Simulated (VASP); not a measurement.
# Cd (Im-3m) in VASP: a series of runs, part 2 of 2

VASP 6.6.1.

## 4. Single point, LDA (volume scaled by 0.84)

File INCAR:

```
SYSTEM = Cd
ALGO = Normal ; EDIFF = 1E-6
ENCUT = 520 ; ISIF = 2
ISMEAR = -1 ; LASPH = .TRUE.
LCHARG = .FALSE. ; LREAL = .FALSE.
LWAVE = .FALSE. ; NBANDS = 12
NELM = 80 ; PREC = Accurate
SIGMA = 0.1
```

File KPOINTS:

```
k-points
0
G
  15 15 15
  0 0 0
```

File POSCAR:

```
Cd
1.0
   -1.6219514573      1.6219514573      1.6219514573
    1.6219514573     -1.6219514573      1.6219514573
    1.6219514573      1.6219514573     -1.6219514573
Cd
1
Direct
    0.0000000000      0.0000000000      0.0000000000
```

Potentials or basis: VASP PAW LDA potentials, release 64 (Cd).

Command:

```bash
> cat potpaw_LDA.64/Cd/POTCAR > POTCAR
> mpirun -np 1 vasp_std > vasp.out
```

OUTCAR:

```text
SYSTEM = Cd
   EDIFF = 1E-6
   ENCUT = 520
   ISIF = 2
   ISMEAR = -1
   LASPH = .TRUE.
   LREAL = .FALSE.
   NELM = 80
   PREC = Accurate

 ion  position               nearest neighbor table
   1  0.000  0.000  0.000-

  LATTYP: Found a body centered cubic cell.
 ALAT       =     3.2439029146

  Lattice vectors:

 A1 = (  -1.6219514573,   1.6219514573,   1.6219514573)
 A2 = (   1.6219514573,  -1.6219514573,   1.6219514573)
 A3 = (   1.6219514573,   1.6219514573,  -1.6219514573)

Analysis of symmetry for initial positions (statically):
=====================================================================
 Subroutine PRICEL returns:
 Original cell was already a primitive cell.

 Routine SETGRP: Setting up the symmetry group for a
 body centered cubic supercell.

 Subroutine GETGRP returns: Found 48 space group operations
 (whereof 48 operations were pure point group operations)
 out of a pool of 48 trial point group operations.

The static configuration has the point symmetry O_h .

Analysis of symmetry for dynamics (positions and initial velocities):
=====================================================================
 Subroutine PRICEL returns:
 Original cell was already a primitive cell.

[... 168 lines left out ...]
      7      21.4491      0.00000
      8      21.4491      0.00000
      9      21.4491      0.00000
     10      24.9600      0.00000
     11      24.9600      0.00000
     12      24.9600      0.00000
[... 331 lines left out ...]
 k-point    24 :       0.4000    0.2000    0.0000
  band No.  band energies     occupation
      1      -5.9909      2.00000
      2      -5.6551      2.00000
      3      -4.6388      2.00000
      4      -4.3565      2.00000
      5      -3.9779      2.00000
      6       3.3125      2.00000
      7       4.8791      1.75211
      8      10.2679      0.00000
      9      15.7306      0.00000
     10      22.4601      0.00000
     11      25.9274      0.00000
     12      28.1203      0.00000

 [... further k-points ...]

------------------------ aborting loop because EDIFF is reached ----------------------------------------

  FORCE on cell =-STRESS in cart. coord.  units (eV):
  Direction    XX          YY          ZZ          XY          YZ          ZX
  --------------------------------------------------------------------------------------
  -------------------------------------------------------------------------------------
  Total        2.0848111      2.0848111      2.0848111      0.0000000      0.0000000      0.0000000
  in kB      195.7058220    195.7058220    195.7058220      0.0000000      0.0000000      0.0000000
  external PRESSURE =     195.7058220 kB  Pullay stress =       0.0000000 kB

 VOLUME and BASIS-vectors are now :
 -----------------------------------------------------------------------------
  energy-cutoff  :      520.00
  volume of cell :       17.07
      direct lattice vectors                 reciprocal lattice vectors
    -1.621951457  1.621951457  1.621951457     0.000000000  0.308270631  0.308270631
     1.621951457 -1.621951457  1.621951457     0.308270631  0.000000000  0.308270631
     1.621951457  1.621951457 -1.621951457     0.308270631  0.308270631  0.000000000

 POSITION                                       TOTAL-FORCE (eV/Angst)
 -----------------------------------------------------------------------------------
      0.00000      0.00000      0.00000         0.000000     -0.000000      0.000000
 -----------------------------------------------------------------------------------
    total drift:                                0.000000      0.000000     -0.000000

  FREE ENERGIE OF THE ION-ELECTRON SYSTEM (eV)
  ---------------------------------------------------
  free  energy   TOTEN  =        -1.2700007650 eV

  energy  without entropy=       -1.2575134723  energy(sigma->0) =       -1.26375712
```

OSZICAR:

```text
N       E                     dE             d eps       ncg     rms          rms(c)
DAV:   1     0.722147759566E+02    0.72215E+02   -0.72056E+03  3112   0.104E+03
DAV:   2    -0.177617283599E+00   -0.72392E+02   -0.68843E+02  3156   0.248E+02
DAV:   3    -0.137666687653E+01   -0.11990E+01   -0.11982E+01  3396   0.355E+01
DAV:   4    -0.137815136955E+01   -0.14845E-02   -0.14845E-02  3208   0.125E+00
DAV:   5    -0.137815464153E+01   -0.32720E-05   -0.32722E-05  3312   0.585E-02    0.650E+00
DAV:   6    -0.128424397245E+01    0.93911E-01   -0.20923E-01  3272   0.632E+00    0.452E+00
DAV:   7    -0.127173559686E+01    0.12508E-01   -0.19677E-02  3536   0.156E+00    0.182E+00
DAV:   8    -0.126999378515E+01    0.17418E-02   -0.20384E-03  3072   0.682E-01    0.575E-02
DAV:   9    -0.126999890010E+01   -0.51149E-05   -0.25201E-06  3324   0.152E-02    0.190E-02
DAV:  10    -0.127000076964E+01   -0.18695E-05   -0.13548E-06  2888   0.135E-02    0.110E-03
DAV:  11    -0.127000076498E+01    0.46643E-08   -0.17776E-08  1576   0.141E-03
   1 F= -.12700008E+01 E0= -.12637571E+01  d E =-.124873E-01
```

stdout:

```text
POSCAR found type information on POSCAR Cd
 POSCAR found :  1 types and       1 ions
 scaLAPACK will be used
 LDA part: xc-table for (Slater(with rela. corr.)+CA(PZ))
 , standard interpolation
 POSCAR, INCAR and KPOINTS ok, starting setup
 FFT: planning ... GRIDC
 FFT: planning ... GRID_SOFT
 FFT: planning ... GRID
 WAVECAR not read
 entering main loop
```

Wall time 9.7 s (1 thread of Intel Xeon Platinum 8488C (Sapphire Rapids), shared host); peak memory 0.14 GiB.

What came out:

```
Free energy            : -1.2700 eV
Pressure               : 19.6 GPa
Band gap on the k mesh : zero (band 6 reaches 7.93 eV, above the bottom of band 7 at 4.48 eV)
```

## 5. Single point, LDA (volume scaled by 0.84)

File INCAR:

```
SYSTEM = Cd
PREC     = Accurate       ! precision mode
ENCUT    = 520            ! plane-wave cutoff, eV
EDIFF    = 1E-7           ! SCF threshold, eV
ISMEAR   = -1             ! smearing method
SIGMA    = 0.1            ! smearing width, eV
LREAL    = .FALSE.        ! projectors in reciprocal space
LASPH    = .TRUE.         ! aspherical terms in the spheres
NELM     = 80             ! most SCF steps
ALGO     = Normal         ! electronic algorithm
ISIF     = 2              ! what is computed and relaxed
LWAVE    = .FALSE.        ! write WAVECAR
LCHARG   = .FALSE.        ! write CHGCAR
GGA      = CA             ! functional
NBANDS   = 12             ! bands
```

File KPOINTS:

```
regular mesh
0
G
  15 15 15
  0 0 0
```

POSCAR is that of step 4.

Command:

```bash
> cat potpaw_LDA.64/Cd/POTCAR > POTCAR
> mpirun -np 1 vasp_std > vasp.out
```

Run time: 10 s. Hardware: 1 thread of Intel Xeon Platinum 8488C (Sapphire Rapids), shared host; peak memory 0.14 GiB.

Results (log left out):

```
Free energy            : -1.2700 eV
Pressure               : 19.6 GPa
Band gap on the k mesh : zero (band 6 reaches 7.93 eV, above the bottom of band 7 at 4.48 eV)
```

Levels at points of the mesh, in eV from the Fermi level:
| k point | band 4 | band 5 | band 6 | band 7 | band 8 | band 9 |
| --- | --- | --- | --- | --- | --- | --- |
| (0.00, 0.00, 0.00) | -10.45 | -9.38 | -9.38 | 16.37 | 16.37 | 16.37 |
